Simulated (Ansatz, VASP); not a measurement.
**One calculation of MgO, two programs**

INCAR

```
SYSTEM = MgO
  PREC = Accurate
  ENCUT = 600
  EDIFF = 1E-6
  ISMEAR = 0
  SIGMA = 0.05
  LREAL = .FALSE.
  LASPH = .TRUE.
  NELM = 120
  ALGO = Normal
  ISIF = 2
  LWAVE = .FALSE.
  LCHARG = .FALSE.
  GGA = PE
  NBANDS = 11
  GGA_COMPAT = .FALSE.
```

File KPOINTS:

```
Automatic mesh
0
G
  10 10 10
  0 0 0
```

The input POSCAR:

```
MgO
1.0
    0.0000000000      2.1272186771      2.1272186771
    2.1272186771      0.0000000000      2.1272186771
    2.1272186771      2.1272186771      0.0000000000
Mg O
1 1
Direct
    0.0199592763      0.0199592763     -0.0199592763
    0.4696787168      0.4696787168      0.5303212832
```

Input for Ansatz:

```yaml
crystal:
  lattice:
    - [0.0, 2.1272186771, 2.1272186771]
    - [2.1272186771, 0.0, 2.1272186771]
    - [2.1272186771, 2.1272186771, 0.0]
  atoms:
    - { symbol: Mg, position: [0.0199592763, 0.0199592763, -0.0199592763] }
    - { symbol: O, position: [0.4696787168, 0.4696787168, 0.5303212832] }
basis:
  ecutwfc: 520.0
kpoints:
  mp_grid: { grid: [10, 10, 10] }
hamiltonian:
  xc: pbe
  pseudopotentials: { kind: paw, azcp: { folder: soft_1 } }
scf:
  occupations: { method: gaussian, width: 0.05 }
output:
  forces: true
  stress: true
  eigenvalues: true
```

Change from the starting cell: mode 6 frozen in at -0.129 Å, equal normal strain along x, y and z +0.0000.

Alike in both runs: task single point; functional PBE; k mesh 10 × 10 × 10; occupations gaussian, width 0.05 eV; no spin polarisation.

|  | VASP | Ansatz |
| --- | --- | --- |
| version | VASP 6.6.1 | Ansatz 0.2.0 |
| potentials or method | VASP PAW PBE potentials, release 64 (Mg, O), cutoff 600 eV | scalar-relativistic, plane waves, PAW |
| valence electrons in the cell | 8 | 16 |

|  | VASP | Ansatz | Ansatz less VASP |
| --- | --- | --- | --- |
| gap on the k mesh at the Fermi level (eV) | 4.43 | 4.45 | +0.019 |
| least direct gap on the mesh (eV) | 4.43 | 4.45 | +0.019 |
| pressure (GPa) | 3.3 | 4.2 | +0.97 |
| traceless stress, the component that is largest in VASP (GPa) | 10.35 | 10.20 | -0.149 |
| rms of the force components (eV/Å) | 0.801 | 0.791 | -0.0100 |

Atom by atom the forces differ by 0.010 eV/Å (rms over components). VASP's potentials hold 8 valence electrons a cell and Ansatz's 16, so a difference there can come from the potentials and not from the codes.
